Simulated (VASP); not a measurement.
A run of VASP 6.6.1 is set up as follows.

The input INCAR:

```
PREC = Accurate
ENCUT = 520
EDIFF = 1E-6
ISMEAR = -1
SIGMA = 0.05
LREAL = Auto
LASPH = True
NELM = 60
ALGO = Normal
ISIF = 2
LWAVE = False
LCHARG = False
GGA = PE
ISYM = 0
NBANDS = 32
```

File KPOINTS:

```
Automatic mesh
0
Gamma
  1 1 1
  0.25 0.25 0.25
```

File POSCAR:

```
Li5Mg11
1.0
    6.9874180000      0.1521120000      0.1432780000
    0.1521120000      7.2620990000     -0.0841100000
    0.1432780000     -0.0841100000      7.1109010000
Mg Li
11 5
Direct
    0.5217700208      0.8191128442      0.1601004453
    0.7428508793      0.4568368737      1.0264313005
    0.9684964409      0.6994401874      0.7323126396
    0.0142444203      0.2737980733      0.6767145603
    0.1619834450      0.8944956356      0.4412850585
    0.3147213254      0.4900137465      0.9205710239
    0.1319938190      0.1761527651      0.1458288336
    0.0252947568      0.7722931173      0.1175331216
    0.5651290506      0.7711214472      0.6080157022
    0.3396147101      0.5032460835      0.3814213855
    0.4732737010      0.1413172630      0.4694633613
    0.7893289937      0.0508368721      0.8848984692
    0.2444296762      0.9605968658      0.8002999068
    0.6368785780      0.3738075947      0.6761578129
    0.8006723711      0.0198432295      0.3777835295
    0.8515420764      0.5568296382      0.3895580455
```

Potentials or basis: VASP PAW PBE potentials, release 64 (Mg, Li_sv).

Command:

```bash
$ cat potpaw_PBE.64/Mg/POTCAR potpaw_PBE.64/Li_sv/POTCAR > POTCAR
$ mpirun -np 1 vasp_std > vasp.out
```

Task: What does it give for the band gap on the k mesh?

Result: Zero (an odd number of electrons rules out a gap without spin polarisation).

Task: What does it give for the largest force?

Result: 0.854 eV/Å.

Forces on the atoms (eV/Å):
```
Mg  -0.154 -0.020 -0.161
Mg   0.111 -0.016 -0.016
Mg  -0.219 -0.295 -0.143
Mg   0.538 -0.072 -0.285
Mg   0.374  0.225  0.156
Mg  -0.024  0.016 -0.129
Mg   0.199  0.338 -0.079
Mg  -0.039 -0.253 -0.379
Mg   0.021 -0.145  0.274
Mg  -0.303  0.017 -0.119
Mg  -0.847  0.103  0.043
Li  -0.247 -0.144 -0.001
Li   0.160  0.206  0.706
Li  -0.086  0.353 -0.037
Li   0.540 -0.087  0.119
Li  -0.023 -0.226  0.050
```

Caveat: the k points lie up to 0.90 Å⁻¹ apart, too coarse for converged energies and pressures of a metal; the atoms stand as in a frame of molecular dynamics.
